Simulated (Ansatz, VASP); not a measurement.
**Two plane-wave programs on O**

```xyz
2
Lattice="9.0000 0.0000 0.0000 0.0000 9.5000 0.0000 0.0000 0.0000 10.0000" Properties=species:S:1:pos:R:3 pbc="T T T"
O     4.5000    4.7500    4.3951
O     4.5000    4.7500    5.6049
```

Alike in both runs: functional PBEsol; k mesh 1 × 1 × 1; occupations fermi-dirac, width 0.02 eV; collinear spin.

Ansatz relaxed the structure, and its values are those at the end. VASP's run is a single point on that final structure, the one shown.

|  | VASP | Ansatz |
| --- | --- | --- |
| version | VASP 6.6.1 | Ansatz 0.2.0 |
| potentials or method | VASP PAW PBE potentials, release 64 (O_h), cutoff 1000 eV | plane waves, PAW |
| valence electrons in the cell | 12 | 12 |

```tsv
	VASP	Ansatz	Ansatz less VASP
rms of the force components (eV/Å)	0.125	0.001	-0.1244
net moment per atom (μB)	1.00	1.00	0.000
size of the moment on the site where the two differ most (μB)	0.62	0.55	-0.068
```

VASP's potentials were made for PBE, not for PBEsol. Site moments also hang on the region over which each program counts them. One of these differences is far larger than is usual between the two programs; its cause wasn't traced. Ansatz's warnings: end state compared, stress scf threshold loose.
